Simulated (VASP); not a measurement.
# Si62As (a cell with a defect) in VASP: single point with LDA

Aim: the single point of Si62As (a cell with a defect) with LDA.

Everything below comes from runs of VASP 6.6.1. Logs are shortened: lines on timing, memory, paths and dates and some standing lists are left out, and cuts for length are marked.

### 1 The cell of the first run

The cell holds a defect, 63 atoms: a = 10.860 Å, b = 10.860 Å, c = 10.860 Å, α = 90.00°, β = 90.00°, γ = 90.00°.

### 2 Single point, LDA, collinear spin, zero start

File INCAR:

```
SYSTEM = Si62As
PREC = Accurate
ENCUT = 520
EDIFF = 1E-6
ISMEAR = 0
SIGMA = 0.05
LREAL = Auto
LASPH = .True.
NELM = 150
ALGO = Normal
ISIF = 2
LWAVE = .False.
LCHARG = .False.
ISPIN = 2
MAGMOM = 0 0 0 0 0 0 0 0 0 0 0 0 0 0 0 0 0 0 0 0 0 0 0 0 0 0 0 0 0 0 0 0 0 0 0 0 0 0 0 0 0 0 0 0 0 0 0 0 0 0 0 0 0 0 0 0 0 0 0 0 0 0 0
LORBIT = 11
NELECT = 255.0
NBANDS = 168
```

File KPOINTS:

```
Automatic mesh
0
Gamma
  1 1 1
  0 0 0
```

File POSCAR:

```
Si62As
1.0
   10.8600000000      0.0000000000      0.0000000000
    0.0000000000     10.8600000000      0.0000000000
    0.0000000000      0.0000000000     10.8600000000
Si As
62 1
Direct
    0.5015450276     -0.0002824125     -0.0016657459
    0.6193531308      0.1305271639      0.1270558011
    0.7501158379      0.2491787293      0.0019862799
    0.8719726519      0.3807451197      0.1312778085
    0.7501547882      0.0037020258      0.2439631676
    0.8752163904      0.1252422652      0.3742899632
    0.0065237569     -0.0010129834     -0.0046482505
    0.1241575506      0.1277956722      0.1261731123
    0.2502914365      0.2502005525      0.0002500000
    0.3737602210      0.3770806630      0.1261029466
    0.5027145488      0.4951823204     -0.0026670350
    0.6230179558      0.6263867403      0.1237498158
    0.7496355433      0.7505453039     -0.0008610497
    0.8750851750      0.8805042357      0.1199226519
    0.2514509208      0.0005722836      0.2484107735
    0.3832852670      0.1153800184      0.3782444751
    0.4968775322      0.2528716390      0.2545603131
    0.6265206262      0.3784930018      0.3770101289
    0.7467116022      0.5105770718      0.2567431860
    0.5164582873     -0.0162523941      0.4957370166
    0.6267337937      0.1212554328      0.6229786372
    0.7506004604      0.2502552486      0.4998013812
    0.8765864641      0.3775456722      0.6228953039
    0.7530752302     -0.0079825046      0.7427089319
    0.8751526703      0.1217824125      0.8745979742
   -0.0010346225      0.5022914365      0.0044214549
    0.1096855433      0.6297762431      0.1414108656
    0.2416336096      0.7460846225      0.0088219153
    0.3735328729      0.8758251381      0.1233402394
   -0.0009148250      0.2527266114      0.2517624309
    0.1298754144      0.3700920810      0.3783748619
    0.2464724678      0.5011232044      0.2518142726
    0.3754732965      0.6253780847      0.3750267035
    0.4990639963      0.7498230203      0.2478360958
    0.6451621547      0.8594858195      0.3633058011
    0.0020957643      0.0012418048      0.4994407919
    0.1229179558      0.1286839779      0.6303684162
    0.2554899632      0.2424345304      0.5011751381
    0.3765139042      0.3744710866      0.6244022099
    0.5017790055      0.5028663904      0.5022498158
    0.6203216390      0.6288104052      0.6314236648
    0.8781557090      0.8660940147      0.6128648250
    0.2512662983     -0.0017014733      0.7473238490
    0.3746801105      0.1241870166      0.8746000000
    0.5004765193      0.2469069061      0.7480459484
    0.6285441989      0.3709692449      0.8717567219
    0.7481986188      0.5013774401      0.7473372007
    0.8744096685      0.6245051565      0.8747069061
   -0.0191101289      0.7618361878      0.2639158379
    0.1258204420      0.8772568140      0.3751716390
    0.0057026703      0.4953545120      0.4983500000
    0.1245468692      0.6239116022      0.6237831492
    0.2494619705      0.7499092081      0.4992850829
    0.3786059853      0.8728424494      0.6231234807
   -0.0039167587      0.2534810313      0.7537283610
    0.1243907919      0.3769926335      0.8779569061
    0.2490488950      0.4992212707      0.7497267035
    0.3693652855      0.6223742173      0.8821948435
    0.4942552486      0.7468825046      0.7556538674
    0.6255720994      0.8736204420      0.8724083794
   -0.0016900552      0.7480087477      0.7469554328
    0.1279869245      0.8710399632      0.8724723757
    0.8139000921      0.7058257827      0.4144675875
```

Potentials or basis: VASP PAW LDA potentials, release 64 (Si, As).

Launch:

```console
$ cat potpaw_LDA.64/Si/POTCAR potpaw_LDA.64/As/POTCAR > POTCAR
$ mpirun -np 1 vasp_gam > vasp.out
```

OUTCAR:

```text
SYSTEM = Si62As
   PREC = Accurate
   ENCUT = 520
   EDIFF = 1E-6
   ISMEAR = 0
   LREAL = Auto
   LASPH = .True.
   NELM = 150
   ISIF = 2
   ISPIN = 2
   LORBIT = 11
   NELECT = 255.0

 ion  position               nearest neighbor table
   1  0.502  1.000  0.998-  44 2.35  60 2.36  29 2.36   2 2.37
   2  0.619  0.131  0.127-  17 2.33   3 2.35   5 2.35   1 2.37
   3  0.750  0.249  0.002-  46 2.34   2 2.35  25 2.38   4 2.40
   4  0.872  0.381  0.131-  26 2.35  30 2.36  19 2.39   3 2.40
   5  0.750  0.004  0.244-  35 2.33  14 2.33   2 2.35   6 2.36
   6  0.875  0.125  0.374-  30 2.34  22 2.35  36 2.36   5 2.36
[... 32 lines left out ...]
  39  0.377  0.374  0.624-  45 2.35  40 2.36  38 2.36  57 2.37
  40  0.502  0.503  0.502-  41 2.34  18 2.35  39 2.36  33 2.36
  41  0.620  0.629  0.631-  59 2.31  47 2.33  40 2.34
  42  0.878  0.866  0.613-  61 2.34  36 2.34  24 2.39  63 2.86
  43  0.251  0.998  0.747-  62 2.36  37 2.36  44 2.36  54 2.36
  44  0.375  0.124  0.875-   1 2.35  45 2.35   9 2.36  43 2.36
  45  0.500  0.247  0.748-  44 2.35  39 2.35  46 2.36  21 2.36
  46  0.629  0.371  0.872-   3 2.34  47 2.35  11 2.36  45 2.36
  47  0.748  0.501  0.747-  41 2.33  46 2.35  23 2.36  48 2.36
  48  0.874  0.625  0.875-  61 2.35  13 2.35  26 2.36  47 2.36
  49  0.981  0.762  0.264-  14 2.33  50 2.35  27 2.40  63 2.52
  50  0.126  0.877  0.375-  36 2.33  49 2.35  53 2.35  15 2.36
  51  0.006  0.495  0.498-  31 2.32  23 2.33  52 2.34
  52  0.125  0.624  0.624-  51 2.34  61 2.34  57 2.35  53 2.35
  53  0.249  0.750  0.499-  33 2.35  50 2.35  52 2.35  54 2.36
  54  0.379  0.873  0.623-  59 2.35  53 2.36  43 2.36  20 2.37
  55  0.996  0.253  0.754-  25 2.34  23 2.35  37 2.35  56 2.36
  56  0.124  0.377  0.878-   9 2.35  57 2.35  55 2.36  26 2.37
  57  0.249  0.499  0.750-  52 2.35  56 2.35  58 2.36  39 2.37
  58  0.369  0.622  0.882-  59 2.36  57 2.36  11 2.36  28 2.37
  59  0.494  0.747  0.756-  41 2.31  54 2.35  60 2.35  58 2.36
  60  0.626  0.874  0.872-  13 2.34  59 2.35  24 2.36   1 2.36
  61  0.998  0.748  0.747-  42 2.34  52 2.34  48 2.35  62 2.37
  62  0.128  0.871  0.872-   7 2.33  43 2.36  28 2.36  61 2.37
  63  0.814  0.706  0.414-  49 2.52  35 2.54  19 2.82  42 2.86

  LATTYP: Found a simple cubic cell.
 ALAT       =    10.8600000000

  Lattice vectors:

 A1 = (  10.8600000000,   0.0000000000,   0.0000000000)
 A2 = (   0.0000000000,  10.8600000000,   0.0000000000)
 A3 = (   0.0000000000,   0.0000000000,  10.8600000000)

Analysis of symmetry for initial positions (statically):
=====================================================================
 Subroutine PRICEL returns:
 Original cell was already a primitive cell.

 Routine SETGRP: Setting up the symmetry group for a
 simple cubic supercell.

 Subroutine GETGRP returns: Found  1 space group operations
 (whereof  1 operations were pure point group operations)
 out of a pool of 48 trial point group operations.

The static configuration has the point symmetry C_1 .

[... 272 lines left out ...]

 E-fermi :   6.0985     XC(G=0):  -9.5888

 val. band max:        5.9881090305   @ k =   0.0000   0.0000   0.0000
 cond. band min:       6.1033188277   @ k =   0.0000   0.0000   0.0000
 fundamental gap:      0.1152097971
 Fermi energy:         6.0985438347

 spin component 1

 k-point     1 :       0.0000    0.0000    0.0000
  band No.  band energies     occupation
      1      -6.3512      1.00000
      2      -5.6756      1.00000
      3      -5.2429      1.00000
      4      -5.2257      1.00000
      5      -5.2176      1.00000
      6      -5.1898      1.00000
[... 131 lines left out ...]
    138       6.7420      0.00000
    139       6.7770      0.00000
 Fermi energy:         6.0985438347

 spin component 2

 k-point     1 :       0.0000    0.0000    0.0000
  band No.  band energies     occupation
      1      -6.3512      1.00000
      2      -5.6756      1.00000
      3      -5.2429      1.00000
      4      -5.2257      1.00000
      5      -5.2176      1.00000
      6      -5.1898      1.00000
[... 131 lines left out ...]
    138       6.7420      0.00000
    139       6.7770      0.00000
 [bands above 139 left out]

------------------------ aborting loop because EDIFF is reached ----------------------------------------

  FORCE on cell =-STRESS in cart. coord.  units (eV):
  Direction    XX          YY          ZZ          XY          YZ          ZX
  --------------------------------------------------------------------------------------
  -------------------------------------------------------------------------------------
  Total        4.3905050      3.1585803      3.4704495     -1.7206413     -5.1148762     -2.2294930
  in kB        5.4920639      3.9510545      4.3411705     -2.1523428     -6.3981767     -2.7888632
  external PRESSURE =       4.5947630 kB  Pullay stress =       0.0000000 kB

 VOLUME and BASIS-vectors are now :
 -----------------------------------------------------------------------------
  energy-cutoff  :      520.00
  volume of cell :     1280.82
      direct lattice vectors                 reciprocal lattice vectors
    10.860000000  0.000000000  0.000000000     0.092081031  0.000000000  0.000000000
     0.000000000 10.860000000  0.000000000     0.000000000  0.092081031  0.000000000
     0.000000000  0.000000000 10.860000000     0.000000000  0.000000000  0.092081031

 POSITION                                       TOTAL-FORCE (eV/Angst)
 -----------------------------------------------------------------------------------
      5.44678     10.85693     10.84191        -0.000474     -0.003020     -0.001726
      6.72618      1.41752      1.37983         0.001899     -0.003682     -0.002390
      8.14626      2.70608      0.02157        -0.003071     -0.000175     -0.001341
      9.46962      4.13489      1.42568         0.004286      0.000063      0.001237
      8.14668      0.04020      2.64944        -0.001874      0.002352      0.000964
      9.50485      1.36013      4.06479         0.000307     -0.001749      0.001060
[... 55 lines left out ...]
      1.38994      9.45949      9.47505        -0.000900     -0.001442      0.000467
      8.83896      7.66527      4.50112        -0.003920     -0.024375      0.020851
 -----------------------------------------------------------------------------------
    total drift:                               -0.005660      0.006110     -0.006923

  FREE ENERGIE OF THE ION-ELECTRON SYSTEM (eV)
  ---------------------------------------------------
  free  energy   TOTEN  =      -352.8239274472 eV

  energy  without entropy=     -352.7879342616  energy(sigma->0) =     -352.80593085

 total charge

# of ion       s       p       d       tot
------------------------------------------
    1        0.749   0.961   0.000   1.710
    2        0.751   0.967   0.000   1.718
    3        0.756   0.944   0.000   1.700
    4        0.748   0.946   0.000   1.694
    5        0.753   0.969   0.000   1.723
    6        0.747   0.966   0.000   1.713
[... 55 lines left out ...]
   62        0.749   0.957   0.000   1.707
   63        1.340   1.329   0.038   2.707
--------------------------------------------------
tot         47.979  60.408   0.038 108.425

 magnetization (x)

# of ion       s       p       d       tot
------------------------------------------
    1       -0.000  -0.000   0.000  -0.000
    2       -0.000  -0.000   0.000  -0.000
    3       -0.000  -0.000   0.000  -0.000
    4       -0.000  -0.000   0.000  -0.000
    5       -0.000  -0.000   0.000  -0.000
    6       -0.000  -0.000   0.000  -0.000
[... 55 lines left out ...]
   62       -0.000  -0.000   0.000  -0.000
   63       -0.000  -0.000   0.000  -0.000
--------------------------------------------------
tot         -0.000  -0.000   0.000  -0.000
```

Wall time 10 min (1 thread of Intel Xeon Platinum 8259CL at 2.50GHz (Skylake/Cascade Lake), shared host); peak memory 0.87 GiB.

What came out:

| Quantity | Value |
| --- | --- |
| Free energy | -352.8239 eV |
| Largest force | 0.032 eV/Å |
| Net moment | 0.00 μB per cell |
| Valence electrons inside the program's atomic spheres | Si 1.71, 1.72, 1.70, 1.69, 1.66, 1.67 (each value once); As 2.71 |

Forces on the atoms (eV/Å):
```
Si   0.000 -0.003 -0.002
Si   0.002 -0.004 -0.002
Si  -0.003  0.000 -0.001
Si   0.004  0.000  0.001
Si  -0.002  0.002  0.001
Si   0.000 -0.002  0.001
Si  -0.002 -0.003  0.001
Si  -0.001 -0.003  0.000
Si   0.001  0.003  0.004
Si   0.000  0.002  0.001
Si  -0.001 -0.004 -0.003
Si   0.002  0.002 -0.001
Si  -0.001 -0.001 -0.001
Si   0.001  0.002  0.000
Si  -0.001  0.003  0.004
Si   0.003 -0.003 -0.002
Si  -0.002  0.001  0.003
Si   0.000  0.000  0.000
Si   0.000  0.002  0.002
Si   0.000  0.000  0.000
Si   0.001  0.001  0.000
Si   0.001  0.000  0.000
Si  -0.001  0.001  0.001
Si  -0.001  0.003  0.004
Si   0.001  0.001  0.002
Si  -0.001  0.001  0.000
Si   0.003 -0.006 -0.002
Si   0.001 -0.001 -0.001
Si   0.001  0.002  0.000
Si  -0.001  0.002  0.002
Si   0.002  0.001 -0.002
Si  -0.003  0.003  0.002
Si   0.000 -0.003  0.001
Si  -0.004 -0.003  0.000
Si  -0.014  0.017 -0.006
Si   0.002  0.002  0.000
Si   0.001 -0.005 -0.004
Si  -0.004  0.000  0.004
Si   0.003  0.003 -0.005
Si  -0.003  0.000  0.001
Si   0.000  0.000 -0.006
Si   0.001  0.002 -0.001
Si   0.002  0.001 -0.001
Si   0.001 -0.002 -0.001
Si  -0.001 -0.005 -0.001
Si   0.001  0.003  0.000
Si  -0.002  0.001 -0.001
Si   0.002 -0.001  0.001
Si   0.011  0.007 -0.007
Si   0.004  0.001  0.000
Si  -0.002  0.000 -0.004
Si   0.001 -0.001 -0.001
Si  -0.002  0.001 -0.003
Si   0.001  0.000  0.001
Si  -0.004  0.002  0.000
Si   0.002 -0.001 -0.001
Si  -0.001  0.002  0.000
Si   0.003  0.002  0.003
Si   0.000  0.002  0.001
Si   0.002  0.000  0.000
Si   0.000 -0.001 -0.002
Si  -0.001 -0.001  0.000
As  -0.004 -0.024  0.021
```

Caveat: the k points lie up to 0.58 Å⁻¹ apart; the cell carries a net charge on a neutralising background, which shifts energy and pressure; the cell is charged against a uniform background, so pressure and absolute levels hang on convention.
